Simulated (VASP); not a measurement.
## SiC (base): relaxation of cell and atoms with PBEsol

SiC (base):

```xyz
2
Lattice="0.0000 2.2526 2.2526 2.2526 0.0000 2.2526 2.2526 2.2526 0.0000" Properties=species:S:1:pos:R:3 pbc="T T T"
C     3.3789    3.3789    3.3789
Si    2.2526    2.2526    2.2526
```

* Program: VASP 6.6.1
* Task: relaxation of cell and atoms
* Functional: PBEsol
* Potentials or basis: VASP PAW PBE potentials, release 64 (C, Si)
* Cutoff: 600 eV
* k mesh: 8 × 8 × 8
* Occupations: gaussian, width 0.1 eV
* Spin: no spin polarisation
* Dipole correction: no
* Further INCAR settings: ALGO = Normal; EDIFF = 1e-07; IBRION = 2; EDIFFG = -0.05; NSW = 100; ISIF = 3

The relaxed volume is 10.36 Å³/atom and the relaxed cell is a = 3.083 Å, b = 3.083 Å, c = 3.083 Å, α = 60.00°, β = 60.00°, γ = 60.00°. The space group after relaxing (to 0.05 Å) is F-43m (No. 216). The energy gained by relaxing is 66.6 meV/atom and the ionic steps are 3. The pressure after relaxing is -0.3 GPa. The band gap on the k mesh is 1.23 eV, indirect (least direct gap 4.44 eV).

Step by step:
```csv
step,energy change (eV),largest force (eV/Å),pressure (GPa),volume (Å³)
1,0.0000,0.0000,-18.11,22.86
2,-0.0012,0.0000,24.74,18.85
3,-0.1331,0.0000,-0.33,20.72
```

Final structure:
```
C Si
1.0
     0.00000    2.18010    2.18010
     2.18010    0.00000    2.18010
     2.18010    2.18010    0.00000
C Si
1 1
Cartesian
  3.2702 3.2702 3.2702
  2.1801 2.1801 2.1801
```

Levels at points of the mesh, in eV from the valence-band top:
```tsv
k point	band 2	band 3	band 4	band 5	band 6	band 7
(0.00, 0.00, 0.00)	0.00	0.00	0.00	6.17	7.23	7.23
(0.50, 0.00, 0.00)	-8.59	-1.06	-1.06	5.36	7.13	7.13
(0.50, 0.50, 0.00)	-7.83	-3.21	-3.21	1.23	4.19	13.94
```

Wall time 27 s on 1 thread of Intel Xeon 8259CL, with other jobs on the host, peak memory 0.15 GiB.

Caveat: the PAW data sets were made with another functional, which shifts forces and pressure a little. A hybrid or GW would open this gap; PBEsol tends to underestimate it.
